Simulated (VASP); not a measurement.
# Si8C7 (a cell with a defect) in VASP: further runs, part 2 of 2

VASP 6.6.1. The steps go on from the part before.

### Step 4. Relaxation of the atoms, PBE

The input, INCAR:

```
ALGO     = Normal         # electronic algorithm
EDIFF    = 1E-6           # SCF threshold, eV
EDIFFG   = -0.025         # ionic threshold
ENCUT    = 520            # plane-wave cutoff, eV
GGA      = PE             # functional
IBRION   = 2              # ionic algorithm
ISIF     = 2              # what is computed and relaxed
ISMEAR   = 0              # smearing method
LASPH    = T              # aspherical terms in the spheres
LCHARG   = F              # write CHGCAR
LREAL    = Auto         
LWAVE    = F              # write WAVECAR
NELECT   = 58.0         
NELM     = 80             # most SCF steps
NSW      = 65             # ionic steps
PREC     = Accurate       # precision mode
SIGMA    = 0.01           # smearing width, eV
```

The input, KPOINTS:

```
k-points
0
Gamma
  1 1 1
```

The input, POSCAR:

```
Si8C7
1.0
    0.0000000000      0.0000000000      5.0742922929
   -3.0919365161      5.3553911397      0.0000000000
   -3.0919365161     -5.3553911397      0.0000000000
Si C
8 7
Direct
    0.4872570901      0.1666666667      0.3333333333
    0.4899838965      0.6676558565      0.3353117130
    0.4899838965      0.1646882870      0.8323441435
    0.4899838965      0.6676558565      0.8323441435
    1.0062985286      0.8187649106      0.1593824553
    1.0062985286      0.3406175447      0.1593824553
    0.9933887022      0.8333333333      0.6666666667
    1.0062985286      0.3406175447      0.6812350894
    0.8748372872      0.6686933603      0.3373867207
    0.8748372872      0.1626132793      0.8313066397
    0.8748372872      0.6686933603      0.8313066397
    0.3848631082      0.8355574334      0.1677787167
    0.3848631082      0.3322212833      0.1677787167
    0.3759874532      0.8333333333      0.6666666667
    0.3848631082      0.3322212833      0.6644425666
```

The run is started by

```
cat potpaw_PBE.64/Si/POTCAR potpaw_PBE.64/C/POTCAR > POTCAR
mpirun -np 1 vasp_gam > vasp.out
```

Wall time 91 s (1 thread of AMD EPYC 7R43 (Zen 3), shared host); peak memory 0.23 GiB.

The run converged. Its results:

```yaml
Free_energy: -123.5584 eV
Energy_gained_by_relaxing: 14.0 meV/atom
Ionic_steps: 10
Largest_force_after_relaxing: 0.024 eV/Å
```

Forces in eV/Å, atoms in the order of the input:
```
Si   0.000  0.000  0.014
Si   0.001  0.001  0.010
Si  -0.001  0.001  0.010
Si   0.000 -0.002  0.010
Si  -0.006  0.004  0.000
Si   0.000 -0.007  0.000
Si   0.000  0.000 -0.006
Si   0.006  0.004  0.000
C   -0.009 -0.005 -0.010
C    0.009 -0.005 -0.010
C    0.000  0.010 -0.010
C   -0.019  0.011 -0.009
C    0.000 -0.022 -0.009
C    0.000  0.000  0.019
C    0.019  0.011 -0.009
```

Step by step:
```
step  energy change (eV)  largest force (eV/Å)  pressure (GPa)
   1              0.0000                1.0866          -23.44
   2             -0.1537                0.6988          -23.69
   3             -0.1724                0.3959          -23.72
   4             -0.2007                0.2677          -24.09
   5             -0.2013                0.2491          -24.15
   6             -0.2070                0.1849          -24.13
   7             -0.2074                0.1616          -24.12
   8             -0.2103                0.0480          -23.98
   9             -0.2104                0.0499          -23.94
  10             -0.2107                0.0241          -23.86
```

Final structure:
```
CELL_PARAMETERS angstrom
0.00000 0.00000 5.07429
-3.09194 5.35539 0.00000
-3.09194 -5.35539 0.00000
ATOMIC_POSITIONS crystal
Si 0.46725 0.16667 0.33333
Si 0.49014 0.66797 0.33595
Si 0.49014 0.16405 0.83203
Si 0.49014 0.66797 0.83203
Si 0.99988 0.82650 0.16325
Si 0.99988 0.33675 0.16325
Si 0.99266 0.83333 0.66667
Si 0.99988 0.33675 0.67350
C 0.87901 0.66704 0.33407
C 0.87901 0.16593 0.83296
C 0.87901 0.66704 0.83296
C 0.39018 0.83934 0.16967
C 0.39018 0.33033 0.16967
C 0.38704 0.83333 0.66667
C 0.39018 0.33033 0.66066
```

Levels at points of the mesh, in eV from the Fermi level:
| k point | band 27 | band 28 | band 29 | band 30 | band 31 | band 32 |
| --- | --- | --- | --- | --- | --- | --- |
| (0.00, 0.00, 0.00) | -0.86 | -0.08 | -0.08 | 2.47 | 3.49 | 3.49 |

Caveat: the k points lie up to 1.24 Å⁻¹ apart; the cell carries a net charge on a neutralising background, which shifts energy and pressure; the cell is charged against a uniform background, so pressure and absolute levels hang on convention.

### Step 5. Relaxation of the atoms, PBE, collinear spin

The input, INCAR:

```
PREC = Accurate ; ENCUT = 520
EDIFF = 1E-6 ; ISMEAR = 0
SIGMA = 0.01 ; LREAL = Auto
LASPH = True ; NELM = 150
ALGO = Normal ; ISIF = 2
LWAVE = False ; LCHARG = False
ISPIN = 2 ; MAGMOM = 0.25 0 0 0 0.25 0.25 0 0.25 0 0 0 0 0 0 0
LORBIT = 11 ; GGA = PE
IBRION = 2 ; NSW = 65
EDIFFG = -0.025 ; NELECT = 59.0
```

The input, KPOINTS:

```
regular mesh
0
Gamma
  1 1 1
```

The input, POSCAR:

```
Si8C7
1.0
    0.0000000000      0.0000000000      5.0742922929
   -3.0919365161      5.3553911397      0.0000000000
   -3.0919365161     -5.3553911397      0.0000000000
Si C
8 7
Direct
    0.5138103128      0.1666666667      0.3333333333
    0.4870931899      0.6683139080      0.3366278159
    0.4870931899      0.1633721841      0.8316860920
    0.4870931899      0.6683139080      0.8316860920
    1.0141019271      0.7879628271      0.1439814136
    1.0141019271      0.3560185864      0.1439814136
    0.9892174585      0.8333333333      0.6666666667
    1.0141019271      0.3560185864      0.7120371729
    0.8681386003      0.6711529813      0.3423059625
    0.8681386003      0.1576940375      0.8288470187
    0.8681386003      0.6711529813      0.8288470187
    0.3845155853      0.8349838064      0.1674919032
    0.3845155853      0.3325080968      0.1674919032
    0.3600060280      0.8333333333      0.6666666667
    0.3845155853      0.3325080968      0.6650161936
```

The run is started by

```
cat potpaw_PBE.64/Si/POTCAR potpaw_PBE.64/C/POTCAR > POTCAR
mpirun -np 1 vasp_gam > vasp.out
```

Wall time 4.3 min (1 thread of AMD EPYC 7R43 (Zen 3), shared host); peak memory 0.3 GiB.

It converged, with:

- Free energy: -114.1871 eV
- Energy gained by relaxing: 32.7 meV/atom
- Ionic steps: 12
- Largest force after relaxing: 0.016 eV/Å
- Net moment: 1.00 μB per cell
- Site moments: Si +0.12, -0.00, +0.01; C +0.04, +0.02, +0.06 μB
- Valence electrons inside the program's atomic spheres: Si 1.66, 1.62, 1.57, 1.63; C 2.50, 2.54, 2.56

Forces on the atoms (eV/Å):
```
Si   0.000  0.000 -0.002
Si   0.013  0.008  0.003
Si  -0.013  0.008  0.003
Si   0.000 -0.015  0.003
Si  -0.003  0.002  0.002
Si   0.000 -0.004  0.002
Si   0.000  0.000 -0.011
Si   0.003  0.002  0.002
C   -0.014 -0.008  0.003
C    0.014 -0.008  0.003
C    0.000  0.016  0.003
C    0.000  0.000 -0.002
C    0.000  0.000 -0.002
C    0.000  0.000 -0.005
C    0.000  0.000 -0.002
```

The path:
```
step  energy change (eV)  largest force (eV/Å)  pressure (GPa)
   1              0.0000                1.4501           -9.33
   2             -0.3208                0.8302          -10.64
   3             -0.3246                0.7883          -10.76
   4             -0.4499                0.4027          -11.96
   5             -0.4546                0.4678          -12.22
   6             -0.4784                0.2613          -12.69
   7             -0.4809                0.2442          -12.59
   8             -0.4870                0.1572          -12.52
   9             -0.4877                0.1109          -12.48
  10             -0.4898                0.0412          -12.35
  11             -0.4898                0.0425          -12.36
  12             -0.4899                0.0159          -12.34
```

Final structure:
```cif
data_structure
_symmetry_space_group_name_H-M 'P 1'
_symmetry_Int_Tables_number 1
_cell_length_a 5.0743
_cell_length_b 6.1839
_cell_length_c 6.1839
_cell_angle_alpha 120.000
_cell_angle_beta 90.000
_cell_angle_gamma 90.000
_cell_volume 168.05
loop_
_atom_site_label
_atom_site_type_symbol
_atom_site_fract_x
_atom_site_fract_y
_atom_site_fract_z
_atom_site_occupancy
Si1 Si 0.48737 0.16667 0.33333 1
Si2 Si 0.48990 0.66770 0.33539 1
Si3 Si 0.48990 0.16461 0.83230 1
Si4 Si 0.48990 0.66770 0.83230 1
Si5 Si 0.00639 0.81850 0.15925 1
Si6 Si 0.00639 0.34075 0.15925 1
Si7 Si 0.99328 0.83333 0.66667 1
Si8 Si 0.00639 0.34075 0.68150 1
C1 C 0.87477 0.66865 0.33731 1
C2 C 0.87477 0.16269 0.83135 1
C3 C 0.87477 0.66865 0.83135 1
C4 C 0.38490 0.83554 0.16777 1
C5 C 0.38490 0.33223 0.16777 1
C6 C 0.37606 0.83333 0.66667 1
C7 C 0.38490 0.33223 0.66446 1
```

Levels at points of the mesh, in eV from the Fermi level:
Spin up:
| k point | band 26 | band 27 | band 28 | band 29 | band 30 | band 31 | band 32 | band 33 | band 34 | band 35 |
| --- | --- | --- | --- | --- | --- | --- | --- | --- | --- | --- |
| (0.00, 0.00, 0.00) | -2.96 | -2.80 | -2.01 | -2.01 | -0.05 | 1.46 | 1.48 | 1.48 | 2.49 | 2.49 |
Spin down:
```tsv
k point	band 27	band 28	band 29	band 30	band 31	band 32
(0.00, 0.00, 0.00)	-2.70	-1.97	-1.97	0.45	1.51	1.51
```

Caveat: the k points lie up to 1.24 Å⁻¹ apart; the cell carries a net charge on a neutralising background, which shifts energy and pressure; the cell is charged against a uniform background, so pressure and absolute levels hang on convention.
